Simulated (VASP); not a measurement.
# Be3CdSe4 (P-43m) in VASP: further runs

The runs below take Be3CdSe4 through single point, with PBE.

Program: VASP 6.6.1. These are calculated values, not measurements. Logs are shortened: lines on timing, memory, paths and dates and some standing lists are left out, and cuts for length are marked.

### 1 The cell of the first run

The structure is cubic, space group P-43m (No. 215). The conventional cell has a = 5.435 Å, b = 5.435 Å, c = 5.435 Å, α = 90.00°, β = 90.00°, γ = 90.00°. Be (site symmetry -42m) has 4 Se at 2.29 Å within 3.0 Å. Cd (site symmetry -43m) has 4 Se at 2.56 Å within 3.4 Å. Within 3.0 Å of Se (site symmetry 3m) lie 3 Be at 2.29 Å and 1 Cd at 2.56 Å.

### 2 Single point, PBE

File INCAR:

```
SYSTEM = Be3CdSe4
PREC     = Accurate       ! precision mode
ENCUT    = 600            ! plane-wave cutoff, eV
EDIFF    = 1E-6           ! SCF threshold, eV
ISMEAR   = 0              ! smearing method
SIGMA    = 0.1            ! smearing width, eV
LREAL    = .FALSE.        ! projectors in reciprocal space
LASPH    = .TRUE.         ! aspherical terms in the spheres
NELM     = 120            ! most SCF steps
ALGO     = Normal         ! electronic algorithm
ISIF     = 2              ! what is computed and relaxed
LWAVE    = .FALSE.        ! write WAVECAR
LCHARG   = .TRUE.         ! write CHGCAR
GGA      = PE             ! functional
LELF     = .TRUE.         ! ELF
LVHAR    = .TRUE.       
NBANDS   = 31             ! bands
GGA_COMPAT= .FALSE.
```

File KPOINTS:

```
regular mesh
0
G
  4 4 4
  0 0 0
```

File POSCAR:

```
Be3CdSe4
1.0
    5.4352108023      0.0000000000      0.0000000000
    0.0000000000      5.4352108023      0.0000000000
    0.0000000000      0.0000000000      5.4352108023
Be Cd Se
3 1 4
Direct
    0.5000000000      0.5000000000      0.0000000000
    0.5000000000      0.0000000000      0.5000000000
    0.0000000000      0.5000000000      0.5000000000
    0.0000000000      0.0000000000      0.0000000000
    0.2715827849      0.2715827849      0.7284172151
    0.2715827849      0.7284172151      0.2715827849
    0.7284172151      0.7284172151      0.7284172151
    0.7284172151      0.2715827849      0.2715827849
```

Potentials or basis: VASP PAW PBE potentials, release 64 (Be, Cd, Se).

Launch:

```sh
cat potpaw_PBE.64/Be/POTCAR potpaw_PBE.64/Cd/POTCAR potpaw_PBE.64/Se/POTCAR > POTCAR
mpirun -np 1 vasp_std > vasp.out
```

OUTCAR:

```text
SYSTEM = Be3CdSe4
   PREC = Accurate
   ENCUT = 600
   EDIFF = 1E-6
   ISMEAR = 0
   LREAL = .FALSE.
   LASPH = .TRUE.
   NELM = 120
   ISIF = 2
   GGA = PE

 ion  position               nearest neighbor table
   1  0.500  0.500  0.000-   5 2.29   6 2.29   7 2.29   8 2.29
   2  0.500  0.000  0.500-   5 2.29   6 2.29   7 2.29   8 2.29
   3  0.000  0.500  0.500-   5 2.29   6 2.29   7 2.29   8 2.29
   4  0.000  0.000  0.000-   5 2.56   6 2.56   7 2.56   8 2.56
   5  0.272  0.272  0.728-   1 2.29   2 2.29   3 2.29   4 2.56
   6  0.272  0.728  0.272-   1 2.29   2 2.29   3 2.29   4 2.56
   7  0.728  0.728  0.728-   1 2.29   2 2.29   3 2.29   4 2.56
   8  0.728  0.272  0.272-   1 2.29   2 2.29   3 2.29   4 2.56

  LATTYP: Found a simple cubic cell.
 ALAT       =     5.4352108023

  Lattice vectors:

 A1 = (   5.4352108023,   0.0000000000,   0.0000000000)
 A2 = (   0.0000000000,   5.4352108023,   0.0000000000)
 A3 = (   0.0000000000,   0.0000000000,   5.4352108023)

Analysis of symmetry for initial positions (statically):
=====================================================================
 Subroutine PRICEL returns:
 Original cell was already a primitive cell.

 Routine SETGRP: Setting up the symmetry group for a
 simple cubic supercell.

 Subroutine GETGRP returns: Found 24 space group operations
 (whereof 24 operations were pure point group operations)
 out of a pool of 48 trial point group operations.

The static configuration has the point symmetry T_d .

Analysis of symmetry for dynamics (positions and initial velocities):
=====================================================================
 Subroutine PRICEL returns:
 Original cell was already a primitive cell.

 Routine SETGRP: Setting up the symmetry group for a
 simple cubic supercell.

 Subroutine GETGRP returns: Found 24 space group operations
 (whereof 24 operations were pure point group operations)
 out of a pool of 48 trial point group operations.

The dynamic configuration has the point symmetry T_d .

 Subroutine INISYM returns: Found 24 space group operations
 (whereof 24 operations are pure point group operations),
 and found     1 'primitive' translations

----------------------------------------------------------------------------------------

                                     Primitive cell

  volume of cell :     160.5644

  direct lattice vectors                    reciprocal lattice vectors
     5.435210802  0.000000000  0.000000000     0.183985504  0.000000000  0.000000000
     0.000000000  5.435210802  0.000000000     0.000000000  0.183985504  0.000000000
[... 91 lines left out ...]
   TEBEG  =    0.0;   TEEND  =   0.0 temperature during run
   PSTRESS=    0.0 pullay stress
   NELECT =      42.0000    total number of electrons
   NUPDOWN=      -1.0000    fix difference up-down
   EMIN   =  10.00;   EMAX   =-10.00  energy-range for DOS
   EFERMI =   0.00;   METHOD = LEGACY
   ISMEAR =     0;   SIGMA  =   0.10  broadening in eV -4-tet -1-fermi 0-gaus
   EFERMI_NEDOS =   21; number of points for ismear=-14 and -15
   IALGO  =     38    algorithm
   IMIX   =      4    mixing-type and parameters
     AMIX     =   0.40;   BMIX     =  1.00
     AMIX_MAG =   1.60;   BMIX_MAG =  1.00
  volume/ion in A,a.u.               =      20.07       135.44
  Fermi-wavevector in a.u.,A,eV,Ry     =   1.046988  1.978520 14.914475  1.096183
  Thomas-Fermi vector in A             =   2.181849
   LORBIT       =      0    0 simple, 1 ext, 2 COOP (PROOUT), +10 PAW based schemes
   GGA     = PE    functional components
   LHFCALC =     F    Hartree Fock is set to
   AEXX    =    0.0000 exact exchange contribution
   IVDW    =     0    specifies the selected vdW correction
   LEPSILON=     F    determine dielectric tensor
   LRPA    =     F    only Hartree local field effects (RPA)
 non-spin polarized calculation
 Gauss-broadening in eV      SIGMA  =   0.10
  energy-cutoff  :      600.00
  volume of cell :      160.56
 maximum number of plane-waves:      5400
 NGX is ok and might be reduce to    48
   NGX = 21   NGY = 21   NGZ = 21

 number of electron      41.9999992 magnetization

 Free energy of the ion-electron system (eV)
  ---------------------------------------------------
  ext. energy  EPLUGINS =         0.00000000
  ---------------------------------------------------
  free energy    TOTEN  =       -31.33680289 eV

  energy without entropy =      -31.33680289  energy(sigma->0) =      -31.33680289

 E-fermi :   2.9456     XC(G=0):  -9.2282

 val. band max:        2.4819437668   @ k =   0.0000   0.0000   0.0000
 cond. band min:       5.1443145252   @ k =   0.0000   0.0000   0.0000
 fundamental gap:      2.6623707584
 Fermi energy:         2.9456258862

 k-point     1 :       0.0000    0.0000    0.0000
  band No.  band energies     occupation
      1     -10.9032      2.00000
      2      -9.5611      2.00000
      3      -9.5611      2.00000
      4      -9.5611      2.00000
      5      -5.1519      2.00000
      6      -5.1519      2.00000
[... 329 lines left out ...]
     30       8.8753      0.00000
     31       8.9354      0.00000

------------------------ aborting loop because EDIFF is reached ----------------------------------------

  FORCE on cell =-STRESS in cart. coord.  units (eV):
  Direction    XX          YY          ZZ          XY          YZ          ZX
  --------------------------------------------------------------------------------------
  -------------------------------------------------------------------------------------
  Total        0.6544437      0.6544437      0.6544437      0.0000000      0.0000000      0.0000000
  in kB        6.5303087      6.5303087      6.5303087      0.0000000      0.0000000      0.0000000
  external PRESSURE =       6.5303087 kB  Pullay stress =       0.0000000 kB

 VOLUME and BASIS-vectors are now :
 -----------------------------------------------------------------------------
  energy-cutoff  :      600.00
  volume of cell :      160.56
      direct lattice vectors                 reciprocal lattice vectors
     5.435210802  0.000000000  0.000000000     0.183985504  0.000000000  0.000000000
     0.000000000  5.435210802  0.000000000     0.000000000  0.183985504  0.000000000
     0.000000000  0.000000000  5.435210802     0.000000000  0.000000000  0.183985504

 POSITION                                       TOTAL-FORCE (eV/Angst)
 -----------------------------------------------------------------------------------
      2.71761      2.71761      0.00000        -0.000000     -0.000000      0.000000
      2.71761      0.00000      2.71761        -0.000000     -0.000000      0.000000
      0.00000      2.71761      2.71761        -0.000000     -0.000000      0.000000
      0.00000      0.00000      0.00000        -0.000000     -0.000000      0.000000
      1.47611      1.47611      3.95910         0.103485      0.103485     -0.103485
      1.47611      3.95910      1.47611         0.103485     -0.103485      0.103485
      3.95910      3.95910      3.95910        -0.103485     -0.103485     -0.103485
      3.95910      1.47611      1.47611        -0.103485      0.103485      0.103485
 -----------------------------------------------------------------------------------
    total drift:                               -0.000000     -0.000000     -0.000000

  FREE ENERGIE OF THE ION-ELECTRON SYSTEM (eV)
  ---------------------------------------------------
  free  energy   TOTEN  =       -31.3368028877 eV

  energy  without entropy=      -31.3368028877  energy(sigma->0) =      -31.33680289
```

stdout:

```text
POSCAR found type information on POSCAR BeCdSe
 POSCAR found :  3 types and       8 ions
 scaLAPACK will be used
 LDA part: xc-table for (Slater+PW92), standard interpolation
 POSCAR, INCAR and KPOINTS ok, starting setup
 FFT: planning ... GRIDC
 FFT: planning ... GRID_SOFT
 FFT: planning ... GRID
 WAVECAR not read
 entering main loop
```

Wall time 42 s (1 thread of Intel Xeon 6975P-C (Granite Rapids), shared host); peak memory 0.34 GiB.

What came out:

| Quantity | Value |
| --- | --- |
| Free energy | -31.3368 eV |
| Pressure | 0.7 GPa |
| Largest force | 0.179 eV/Å |
| Band gap on the k mesh | 2.66 eV, direct |

Forces in eV/Å, atoms in the order of the input:
```
Be   0.000  0.000  0.000
Be   0.000  0.000  0.000
Be   0.000  0.000  0.000
Cd   0.000  0.000  0.000
Se   0.103  0.103 -0.103
Se   0.103 -0.103  0.103
Se  -0.103 -0.103 -0.103
Se  -0.103  0.103  0.103
```

A k mesh can miss the band edges.

### 3 Single point, PBE

This run uses another cell than the first one, of 20.18 Å³/atom, 1.005 times its volume.

File INCAR:

```
PREC     = Accurate       # precision mode
ENCUT    = 600            # plane-wave cutoff, eV
EDIFF    = 1E-6           # SCF threshold, eV
ISMEAR   = 0              # smearing method
SIGMA    = 0.02           # smearing width, eV
LREAL    = False          # projectors in reciprocal space
LASPH    = True           # aspherical terms in the spheres
NELM     = 120            # most SCF steps
ALGO     = Normal         # electronic algorithm
ISIF     = 2              # what is computed and relaxed
LWAVE    = False          # write WAVECAR
LCHARG   = True           # write CHGCAR
GGA      = PE             # functional
LELF     = True           # ELF
LVHAR    = True         
NBANDS   = 31             # bands
GGA_COMPAT= False
```

File KPOINTS:

```
regular mesh
0
Gamma
  4 4 4
```

File POSCAR:

```
Be3CdSe4
1.0
    5.4448405282      0.0000000000      0.0000000000
    0.0000000000      5.4448405282      0.0000000000
    0.0000000000      0.0000000000      5.4448405282
Be Cd Se
3 1 4
Direct
    0.5000000000      0.5000000000      0.0000000000
    0.5000000000      0.0000000000      0.5000000000
    0.0000000000      0.5000000000      0.5000000000
    0.0000000000      0.0000000000      0.0000000000
    0.2725994015      0.2725994015      0.7274005985
    0.2725994015      0.7274005985      0.2725994015
    0.7274005985      0.7274005985      0.7274005985
    0.7274005985      0.2725994015      0.2725994015
```

Potentials or basis: VASP PAW PBE potentials, release 64 (Be, Cd, Se).

Launch:

```sh
cat potpaw_PBE.64/Be/POTCAR potpaw_PBE.64/Cd/POTCAR potpaw_PBE.64/Se/POTCAR > POTCAR
mpirun -np 1 vasp_std > vasp.out
```

Run time: 44 s. Hardware: 1 thread of Intel Xeon 6975P-C (Granite Rapids), shared host; peak memory 0.34 GiB.

The run converged. Its results:

```
Free energy            : -31.3432 eV
Pressure               : 0.2 GPa
Largest force          : 0.029 eV/Å
Band gap on the k mesh : 2.62 eV, direct
```

Forces in eV/Å, atoms in the order of the input:
```
Be   0.000  0.000  0.000
Be   0.000  0.000  0.000
Be   0.000  0.000  0.000
Cd   0.000  0.000  0.000
Se   0.017  0.017 -0.017
Se   0.017 -0.017  0.017
Se  -0.017 -0.017 -0.017
Se  -0.017  0.017  0.017
```

Levels at points of the mesh, in eV from the valence-band top:
```
           k point  band 17  band 18  band 19  band 20  band 21  band 22  band 23  band 24  band 25  band 26
(0.00, 0.00, 0.00)    -2.42    -2.42     0.00     0.00     0.00     2.62     2.80     2.80     2.80     3.21
(0.50, 0.00, 0.00)    -2.54    -1.78    -1.78    -0.85    -0.85     3.39     4.01     4.66     4.79     5.52
(0.50, 0.50, 0.00)    -2.54    -1.88    -1.05    -0.61    -0.61     4.28     4.28     4.30     5.18     6.12
(0.50, 0.50, 0.50)    -1.23    -1.23    -0.36    -0.36    -0.36     3.06     3.45     3.45     3.45     5.31
```

A k mesh can miss the band edges. Expect the measured gap to be larger: semilocal functionals such as PBE lack the derivative discontinuity.
